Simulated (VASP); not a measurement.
# AgPtC4N4 (P-43m) in VASP: a series of runs, part 2 of 2

VASP 6.6.1. The steps go on from the part before.

### Step 3. Single point, PBE, collinear spin

This run uses another cell than the first one, of 23.76 Å³/atom.

Input file INCAR:

```
PREC = Accurate ; ENCUT = 520
EDIFF = 1E-6 ; ISMEAR = 0
SIGMA = 0.1 ; LREAL = False
LASPH = True ; NELM = 150
ALGO = Normal ; ISIF = 2
LWAVE = False ; LCHARG = True
ISPIN = 2 ; MAGMOM = 1 1 0 0 0 0 0 0 0 0
LORBIT = 11 ; LMAXMIX = 4
GGA = PE ; LELF = True
LVHAR = True ; NBANDS = 44
```

Input file KPOINTS:

```
Automatic mesh
0
Gamma
  4 4 4
```

Input file POSCAR:

```
AgPtC4N4
1.0
    6.1935244363      0.0000000000      0.0000000000
    0.0000000000      6.1935244363      0.0000000000
    0.0000000000      0.0000000000      6.1935244363
Ag Pt C N
1 1 4 4
Direct
    0.5000000000      0.5000000000      0.5000000000
    0.0000000000      0.0000000000      0.0000000000
    0.1858991836      0.1858991836      0.1858991836
    0.1858991836      0.8141008164      0.8141008164
    0.8141008164      0.1858991836      0.8141008164
    0.8141008164      0.8141008164      0.1858991836
    0.2951035454      0.2951035454      0.2951035454
    0.2951035454      0.7048964546      0.7048964546
    0.7048964546      0.2951035454      0.7048964546
    0.7048964546      0.7048964546      0.2951035454
```

Potentials or basis: VASP PAW PBE potentials, release 64 (Ag, Pt, C, N).

On the command line:

```
$ cat potpaw_PBE.64/Ag/POTCAR potpaw_PBE.64/Pt/POTCAR potpaw_PBE.64/C/POTCAR potpaw_PBE.64/N/POTCAR > POTCAR
$ mpirun -np 1 vasp_std > vasp.out
```

OUTCAR:

```text
PREC = Accurate
   ENCUT = 520
   EDIFF = 1E-6
   ISMEAR = 0
   LREAL = False
   LASPH = True
   NELM = 150
   ISIF = 2
   ISPIN = 2
   LORBIT = 11
   GGA = PE

 ion  position               nearest neighbor table
   1  0.500  0.500  0.500-   7 2.20   8 2.20   9 2.20  10 2.20
   2  0.000  0.000  0.000-   3 1.99   4 1.99   5 1.99   6 1.99
   3  0.186  0.186  0.186-   7 1.17   2 1.99
   4  0.186  0.814  0.814-   8 1.17   2 1.99
   5  0.814  0.186  0.814-   9 1.17   2 1.99
   6  0.814  0.814  0.186-  10 1.17   2 1.99
   7  0.295  0.295  0.295-   3 1.17   1 2.20
   8  0.295  0.705  0.705-   4 1.17   1 2.20
[... 1102 lines left out ...]
      1.82773      1.82773      1.82773         0.214543      0.214543      0.214543
      1.82773      4.36579      4.36579         0.214543     -0.214543     -0.214543
      4.36579      1.82773      4.36579        -0.214543      0.214543     -0.214543
      4.36579      4.36579      1.82773        -0.214543     -0.214543      0.214543
 -----------------------------------------------------------------------------------
    total drift:                                0.000000      0.000000     -0.000000

  FREE ENERGIE OF THE ION-ELECTRON SYSTEM (eV)
  ---------------------------------------------------
  free  energy   TOTEN  =       -71.3505026713 eV

  energy  without entropy=      -71.3466736118  energy(sigma->0) =      -71.34858814

 total charge

# of ion       s       p       d       tot
------------------------------------------
    1        0.260   0.299   9.178   9.737
    2        0.745   0.925   7.887   9.557
    3        0.943   1.646   0.000   2.589
    4        0.943   1.646   0.000   2.589
    5        0.943   1.646   0.000   2.589
    6        0.943   1.646   0.000   2.589
    7        1.313   2.522   0.000   3.834
    8        1.313   2.522   0.000   3.834
    9        1.313   2.522   0.000   3.834
   10        1.313   2.522   0.000   3.834
--------------------------------------------------
tot         10.025  17.896  17.065  44.986

 magnetization (x)

# of ion       s       p       d       tot
------------------------------------------
    1        0.002   0.011   0.198   0.210
    2        0.008   0.323   0.917   1.248
    3        0.026   0.058   0.000   0.084
    4        0.026   0.058   0.000   0.084
    5        0.026   0.058   0.000   0.084
    6        0.026   0.058   0.000   0.084
    7        0.005   0.132   0.000   0.137
    8        0.005   0.132   0.000   0.137
    9        0.005   0.132   0.000   0.137
   10        0.005   0.132   0.000   0.137
--------------------------------------------------
tot          0.136   1.094   1.115   2.345
```

OSZICAR:

```text
N       E                     dE             d eps       ncg     rms          rms(c)
DAV:   1     0.337920612214E+03    0.33792E+03   -0.25276E+04  1760   0.109E+03
DAV:   2    -0.493273266567E+02   -0.38725E+03   -0.37396E+03  2244   0.259E+02
DAV:   3    -0.833939610738E+02   -0.34067E+02   -0.33390E+02  2172   0.770E+01
DAV:   4    -0.840782205745E+02   -0.68426E+00   -0.68124E+00  2096   0.126E+01
DAV:   5    -0.840885185969E+02   -0.10298E-01   -0.10294E-01  2164   0.145E+00    0.309E+01
DAV:   6    -0.747738373446E+02    0.93147E+01   -0.39305E+01  2016   0.453E+01    0.380E+01
DAV:   7    -0.720957618856E+02    0.26781E+01   -0.28596E+01  1976   0.262E+01    0.163E+01
DAV:   8    -0.714027007754E+02    0.69306E+00   -0.35440E+00  1920   0.182E+01    0.643E+00
DAV:   9    -0.713843967907E+02    0.18304E-01   -0.55076E-01  2024   0.356E+00    0.267E+00
DAV:  10    -0.713549710530E+02    0.29426E-01   -0.24876E-01  1948   0.324E+00    0.123E+00
DAV:  11    -0.713505598385E+02    0.44112E-02   -0.32867E-02  2004   0.104E+00    0.438E-01
DAV:  12    -0.713504670329E+02    0.92806E-04   -0.63688E-03  2176   0.440E-01    0.218E-01
DAV:  13    -0.713504153039E+02    0.51729E-04   -0.27495E-03  1908   0.326E-01    0.100E-01
DAV:  14    -0.713504890488E+02   -0.73745E-04   -0.23741E-04  1976   0.105E-01    0.416E-02
DAV:  15    -0.713504979861E+02   -0.89373E-05   -0.34147E-05  1948   0.373E-02    0.154E-02
DAV:  16    -0.713505022745E+02   -0.42884E-05   -0.12204E-05  2072   0.222E-02    0.828E-03
DAV:  17    -0.713505026713E+02   -0.39673E-06   -0.14962E-06  1376   0.883E-03
   1 F= -.71350503E+02 E0= -.71348588E+02  d E =-.382906E-02  mag=     2.9752
```

Run time: 2 min. Hardware: 1 thread of Intel Xeon 6975P-C (Granite Rapids), shared host; peak memory 0.51 GiB.

What came out:

- Free energy: -71.3505 eV
- Pressure: 0.6 GPa
- Largest force: 0.372 eV/Å
- Band gap on the k mesh: 0.20 eV (least direct gap 0.31 eV)
- Net moment: 2.98 μB per cell
- Site moments: Ag +0.21; Pt +1.25; C +0.08; N +0.14 μB
- Valence electrons inside the program's atomic spheres: Ag 9.74; Pt 9.56; C 2.59; N 3.83

Forces on the atoms (eV/Å):
```
Ag   0.000  0.000  0.000
Pt   0.000  0.000  0.000
C   -0.213 -0.213 -0.213
C   -0.213  0.213  0.213
C    0.213 -0.213  0.213
C    0.213  0.213 -0.213
N    0.215  0.215  0.215
N    0.215 -0.215 -0.215
N   -0.215  0.215 -0.215
N   -0.215 -0.215  0.215
```

Caveat: spin-orbit coupling is left out, which moves the levels of the heavy elements. A k mesh can miss the band edges.
